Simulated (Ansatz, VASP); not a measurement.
Two plane-wave programs on W2C

The input INCAR:

```
ALGO = Normal
EDIFF = 1E-6
ENCUT = 600
GGA = PE
GGA_COMPAT = False
ISIF = 2
ISMEAR = 0
LASPH = True
LCHARG = False
LREAL = False
LWAVE = False
NBANDS = 23
NELM = 120
PREC = Accurate
SIGMA = 0.1
```

KPOINTS

```
k-points
0
Gamma
  3 3 2
```

The input POSCAR:

```
W2C
1.0
    3.0700456420      0.0000000000      0.0000000000
   -1.5350228210      2.6587375167      0.0000000000
    0.0000000000      0.0000000000      4.6784280000
W C
2 1
Direct
    0.3333333333      0.6666666667      0.7463310000
    0.6666666667      0.3333333333      0.2536690000
    0.0000000000      0.0000000000      0.0000000000
```

Input for Ansatz:

```yaml
crystal:
  lattice:
    - [3.070045642, 0.0, 0.0]
    - [-1.535022821, 2.6587375167, 0.0]
    - [0.0, 0.0, 4.678428]
  atoms:
    - { symbol: W, position: [0.3333333333, 0.6666666667, 0.746331] }
    - { symbol: W, position: [0.6666666667, 0.3333333333, 0.253669] }
    - { symbol: C, position: [0.0, 0.0, 0.0] }
basis:
  ecutwfc: 420
  ecutrho_ratio: 12
kpoints:
  mp_grid: { grid: [3, 3, 2] }
hamiltonian:
  xc: pbe
  dispersion: none
scf:
  occupations: { method: gaussian, width: 0.1 }
output:
  forces: true
  stress: true
  eigenvalues: true
```

Alike in both runs: task single point; functional PBE; k mesh 3 × 3 × 2; occupations gaussian, width 0.1 eV; no spin polarisation.

|  | VASP | Ansatz |
| --- | --- | --- |
| version | VASP 6.6.1 | Ansatz 0.2.0 |
| potentials or method | VASP PAW PBE potentials, release 64 (W_sv, C), cutoff 600 eV | scalar-relativistic, plane waves, PAW |
| valence electrons in the cell | 32 | 32 |

|  | VASP | Ansatz | Ansatz less VASP |
| --- | --- | --- | --- |
| gap on the k mesh at the Fermi level (eV) | none | none | - |
| pressure (GPa) | 2.4 | 1.7 | -0.72 |
| traceless stress, the component that is largest in VASP (GPa) | -24.26 | -24.24 | +0.027 |
| rms of the force components (eV/Å) | 0.296 | 0.323 | +0.0274 |

Atom by atom the forces differ by 0.027 eV/Å (rms over components). A gap of «none» marks a metal or a gap that the smearing closes.

The k mesh is coarse, so the values compare programs but aren't converged. Neither program's run includes spin-orbit coupling.
